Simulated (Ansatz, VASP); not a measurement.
Two plane-wave programs on HgH2

```
CELL_PARAMETERS angstrom
3.56008 0.00000 0.00000
0.00000 3.56008 0.00000
0.00000 0.00000 5.43197
ATOMIC_POSITIONS crystal
Hg 0.00000 0.50000 0.70000
Hg 0.50000 0.00000 0.30000
H 0.00000 0.00000 0.00000
H 0.50000 0.50000 0.00000
H 0.00000 0.50000 0.27000
H 0.50000 0.00000 0.73000
```

Alike in both runs: task relaxation of cell and atoms; functional PBE; k mesh 6 × 6 × 4; occupations gaussian, width 0.1 eV; no spin polarisation.

|  | VASP | Ansatz |
| --- | --- | --- |
| version | VASP 6.6.1 | Ansatz 0.2.0 |
| potentials or method | VASP PAW PBE potentials, release 64 (Hg_sv_GW, H), cutoff 500 eV | scalar-relativistic, plane waves, PAW |
| valence electrons in the cell | 44 | 44 |

```tsv
	VASP	Ansatz	Ansatz less VASP
gap on the k mesh at the Fermi level, each at its own relaxed structure (eV)	none	none	-
relaxed volume (Å³/atom)	14.23	16.58	+2.353
relaxed cell length with the largest relative difference (Å)	6.245	7.044	+0.7989
```

A gap of «none» marks a metal or a gap that the smearing closes. One of these differences is far larger than is usual between the two programs; its cause wasn't traced.

Spin-orbit coupling is off throughout. Noted on VASP's run: the volume moved by over 15 % at a fixed basis, so the end points are rough.
